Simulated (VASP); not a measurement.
Input of a VASP 6.6.1 run:

File POSCAR:

```
SiC
1.0
    0.0000000000      2.0435600000      2.1740000000
    2.1740000000      0.0000000000      2.1740000000
    2.1740000000      2.0435600000      0.0000000000
Si C
1 1
Direct
    0.0000000000      0.0000000000      0.0000000000
    0.7500000000      0.7500000000      0.7500000000
```

Contents of INCAR.step1:

```
SYSTEM = SiC
ALGO     = Normal         ! electronic algorithm
EDIFF    = 1E-4           ! SCF threshold, eV
ENCUT    = 520            ! plane-wave cutoff, eV
GGA      = PE             ! functional
ISMEAR   = 0              ! smearing method
LASPH    = .TRUE.         ! aspherical terms in the spheres
LCHARG   = .FALSE.        ! write CHGCAR
LREAL    = .FALSE.        ! projectors in reciprocal space
LWAVE    = .TRUE.         ! write WAVECAR
NBANDS   = 11             ! bands
NELM     = 60             ! most SCF steps
PREC     = Accurate       ! precision mode
SIGMA    = 0.05           ! smearing width, eV
```

Contents of INCAR.step2:

```
SYSTEM = SiC
ALGO     = Normal         ! electronic algorithm
EDIFF    = 1E-7           ! SCF threshold, eV
ENCUT    = 520            ! plane-wave cutoff, eV
ISIF     = 2              ! what is computed and relaxed
ISMEAR   = 0              ! smearing method
ISTART   = 1            
LASPH    = .TRUE.         ! aspherical terms in the spheres
LCHARG   = .TRUE.         ! write CHGCAR
LELF     = .TRUE.         ! ELF
LMIXTAU  = .TRUE.       
LREAL    = .FALSE.        ! projectors in reciprocal space
LVHAR    = .TRUE.       
LWAVE    = .FALSE.        ! write WAVECAR
METAGGA  = R2SCAN         ! meta-GGA
NBANDS   = 11             ! bands
NELM     = 60             ! most SCF steps
PREC     = Accurate       ! precision mode
SIGMA    = 0.05           ! smearing width, eV
```

KPOINTS

```
k-points
0
G
  12 12 12
  0 0 0
```

Potentials or basis: VASP PAW PBE potentials, release 64 (Si, C).

Command:

```console
$ cat potpaw_PBE.64/Si/POTCAR potpaw_PBE.64/C/POTCAR > POTCAR
$ cp INCAR.step1 INCAR
$ mpirun -np 1 vasp_std > vasp.out
$ cp INCAR.step2 INCAR
$ mpirun -np 1 vasp_std > vasp.out
```

Q: Predict the band gap on the k mesh.

A: 1.02 eV (least direct gap 5.07 eV).

Q: Estimate the pressure.

A: 16.9 GPa.

Stress tensor (GPa, compression positive):
```
11.81  0.00  0.00
 0.00 27.02  0.00
 0.00  0.00 11.81
```

Caveat: the cell differs from its parent crystal (strain -0.0600 x Voigt [0, 1, 0, 0, 0, 0]); the cell stands under pressure; the PAW data sets were made with another functional, which shifts forces and pressure a little. A k mesh can miss the band edges.
